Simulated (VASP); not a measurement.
Input of a VASP 6.6.1 run:

Contents of INCAR:

```
SYSTEM = TaN
PREC     = Accurate       ! precision mode
ENCUT    = 600            ! plane-wave cutoff, eV
EDIFF    = 1E-6           ! SCF threshold, eV
ISMEAR   = -1             ! smearing method
SIGMA    = 0.06           ! smearing width, eV
LREAL    = .False.        ! projectors in reciprocal space
LASPH    = .True.         ! aspherical terms in the spheres
NELM     = 120            ! most SCF steps
ALGO     = Normal         ! electronic algorithm
ISIF     = 2              ! what is computed and relaxed
LWAVE    = .False.        ! write WAVECAR
LCHARG   = .True.         ! write CHGCAR
GGA      = PE             ! functional
LELF     = .True.         ! ELF
LVHAR    = .True.       
NBANDS   = 15             ! bands
GGA_COMPAT= .False.
```

The input KPOINTS:

```
regular mesh
0
Gamma
  7 7 7
  0 0 0
```

The input POSCAR:

```
TaN
1.0
    0.0000000000      2.2113230000      2.2113230000
    2.2113230000      0.0000000000      2.2113230000
    2.2113230000      2.2113230000      0.0000000000
Ta N
1 1
Direct
    0.5000000000      0.5000000000      0.5000000000
    0.0000000000      0.0000000000      0.0000000000
```

Potentials or basis: VASP PAW PBE potentials, release 64 (Ta_pv, N).

Command:

```bash
$ cat potpaw_PBE.64/Ta_pv/POTCAR potpaw_PBE.64/N/POTCAR > POTCAR
$ mpirun -np 1 vasp_std > vasp.out
```

Question: What does it give for the pressure?

Answer: -0.7 GPa.

Question: Estimate the band gap on the k mesh.

Answer: Zero (band 8 reaches 10.65 eV, above the bottom of band 9 at 7.28 eV).

Caveat: spin-orbit coupling is left out, which moves the levels of the heavy elements.
